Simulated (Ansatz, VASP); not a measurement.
**CoSi2 in VASP and in Ansatz**

```xyz
3
Lattice="0.0000 2.6600 2.6600 2.6600 0.0000 2.6600 2.6600 2.6600 0.0000" Properties=species:S:1:pos:R:3 pbc="T T T"
Co    0.0000    0.0000    0.0000
Si    3.9900    3.9900    3.9900
Si    1.3300    1.3300    1.3300
```

Alike in both runs: task single point; functional BLYP; dispersion D4; k mesh 9 × 9 × 9; occupations tetrahedron; collinear spin; fixed moment 4 μB.

|  | VASP | Ansatz |
| --- | --- | --- |
| version | VASP 6.6.1 | Ansatz 0.2.0 |
| potentials or method | VASP PAW PBE potentials, release 64 (Co, Si) | Ansatz PAW |
| plane-wave cutoff (eV) | 520 | 420 |
| valence electrons in the cell | 17 | 25 |

|  | VASP | Ansatz | Ansatz less VASP |
| --- | --- | --- | --- |
| net moment per atom (μB) | 1.33 | 1.33 | 0.000 |
| size of the moment on the site where the two differ most (μB) | 2.28 | 2.12 | -0.158 |

VASP's potentials were made for PBE, not for BLYP. Site moments also hang on the region over which each program counts them. VASP's potentials hold 17 valence electrons a cell and Ansatz's 25, so a difference there can come from the potentials and not from the codes.
